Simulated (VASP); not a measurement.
The system is Ta.

```xyz
2
Lattice="0.0000 2.8600 2.8600 2.8600 0.0000 2.8600 2.8600 2.8600 0.0000" Properties=species:S:1:pos:R:3 pbc="T T T"
Ta    0.0000    0.0000    0.0000
Ta    1.4300    1.4300    1.4300
```

* Program: VASP 6.6.1
* Task: relaxation of cell and atoms
* Functional: r2SCAN
* Potentials or basis: VASP PAW PBE potentials, release 64 (Ta_pv)
* Cutoff: 600 eV
* k mesh: 7 × 7 × 7
* Occupations: fermi-dirac, width 0.1 eV
* Spin: no spin polarisation

At the start: pressure 16.8 GPa; volume 23.39 Å³/atom.

Problem. Where does the relaxation end?

Solution. Over 4 steps the energy falls by 208.0 meV/atom and the volume is 27.90 Å³/atom (+19.3 %); space group Fd-3m (No. 227, to 0.05 Å).

The path:
```
step  energy change (eV)  largest force (eV/Å)  pressure (GPa)  volume (Å³)
   1              0.0000                0.0000           16.80        46.79
   2             -0.1260                0.0000           -8.58        65.45
   3             -0.4159                0.0000           -0.24        56.00
   4             -0.4160                0.0000            0.07        55.81
```

Final structure:
```yaml
crystal:
  lattice:
    - [0.00000, 3.03310, 3.03310]
    - [3.03310, 0.00000, 3.03310]
    - [3.03310, 3.03310, 0.00000]
  atoms:
    - { symbol: Ta, position: [0.00000, 0.00000, 0.00000] }
    - { symbol: Ta, position: [0.25000, 0.25000, 0.25000] }
```

Caveat: the volume moved by over 15 % at a fixed basis, so the end points are rough; the PAW data sets were made with another functional, which shifts forces and pressure a little.
